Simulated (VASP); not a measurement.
Input of a VASP 6.6.1 run:

INCAR

```
PREC     = Accurate       # precision mode
ENCUT    = 560            # plane-wave cutoff, eV
EDIFF    = 1E-6           # SCF threshold, eV
ISMEAR   = -1             # smearing method
SIGMA    = 0.1            # smearing width, eV
LREAL    = F              # projectors in reciprocal space
LASPH    = T              # aspherical terms in the spheres
NELM     = 120            # most SCF steps
ALGO     = Normal         # electronic algorithm
ISIF     = 2              # what is computed and relaxed
LWAVE    = F              # write WAVECAR
LCHARG   = F              # write CHGCAR
GGA      = RP             # functional
NBANDS   = 14             # bands
GGA_COMPAT= F
```

KPOINTS

```
regular mesh
0
Gamma
  14 14 14
```

POSCAR

```
Re
1.0
    2.6253412809      0.0000000000      0.0000000000
    0.0000000000      2.6253412809      0.0000000000
    0.0000000000      0.0000000000      2.6253412809
Re
1
Direct
    0.0000000000      0.0000000000      0.0000000000
```

Potentials or basis: VASP PAW PBE potentials, release 64 (Re_sv_GW).

The run is started by

```sh
$ cat potpaw_PBE.64/Re_sv_GW/POTCAR > POTCAR
$ mpirun -np 1 vasp_std > vasp.out
```

Task: Estimate the band gap on the k mesh.

Result: Zero (an odd number of electrons rules out a gap without spin polarisation).

Task: Predict the pressure.

Result: -11.0 GPa.

Caveat: the cell stands under tension; the PAW data sets were made with another functional, which shifts forces and pressure a little; spin-orbit coupling is left out, which moves the levels of the heavy elements.
